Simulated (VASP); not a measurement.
Runs of VASP 6.6.1 on C. The structure is that of space group P6_3/mmc (No. 194), or close to it. The cells are those of the table. 

| cell | k mesh | gap on the mesh (eV) | pressure (GPa) |
| --- | --- | --- | --- |
| a = 2.496, b = 2.496, c = 7.228 Å, angles 90.0, 90.0, 120.0°, 4 atoms | 24 × 24 × 8 | none | (a) |
| a = 2.459, b = 2.459, c = 6.978 Å, angles 90.0, 90.0, 120.0°, 4 atoms | 24 × 24 × 8 | none | 0.8 |
| a = 2.459, b = 2.459, c = 7.307 Å, angles 90.0, 90.0, 120.0°, 4 atoms | 21 × 21 × 6 | none | 0.6 |
| a = 2.459, b = 2.459, c = 7.197 Å, angles 90.0, 90.0, 120.0°, 4 atoms | 24 × 24 × 8 | none | 0.7 |
| a = 2.459, b = 2.459, c = 7.088 Å, angles 90.0, 90.0, 120.0°, 4 atoms | 24 × 24 × 8 | none | 0.7 |
| a = 2.459, b = 2.459, c = 7.526 Å, angles 90.0, 90.0, 120.0°, 4 atoms | 24 × 24 × 8 | none | 0.5 |
| a = 2.459, b = 2.459, c = 7.293 Å, angles 90.0, 90.0, 120.0°, 4 atoms | 24 × 24 × 8 | none | 0.6 |
| a = 2.533, b = 2.533, c = 7.162 Å, angles 90.0, 90.0, 120.0°, 4 atoms | 24 × 24 × 8 | none | (b) |
| a = 2.459, b = 2.459, c = 7.307 Å, angles 90.0, 90.0, 120.0°, 4 atoms | 24 × 24 × 8 | none | 0.6 |
| a = 2.496, b = 2.496, c = 7.295 Å, angles 90.0, 90.0, 120.0°, 4 atoms | 24 × 24 × 8 | none | -10.2 |
| a = 2.422, b = 2.422, c = 7.278 Å, angles 90.0, 90.0, 120.0°, 4 atoms | 24 × 24 × 8 | none | 13.2 |
| a = 2.459, b = 2.459, c = 7.636 Å, angles 90.0, 90.0, 120.0°, 4 atoms | 24 × 24 × 8 | none | 0.5 |

Alike in all rows: task single point; level PBEsol; potentials or basis VASP PAW PBE potentials, release 64 (C); no spin polarisation; cutoff (eV) 520; smearing gaussian 0.1 eV.

**Question.** Fill in the values left out.

**Answer.** (a) -10.3; (b) -19.9.

Caveats: the PAW data sets were made with another functional, which shifts forces and pressure a little; this functional lacks dispersion, which binds the layers, so the pressure and a relaxed spacing across them are unreliable.

A gap of «none» marks levels without a gap at the run's occupations.
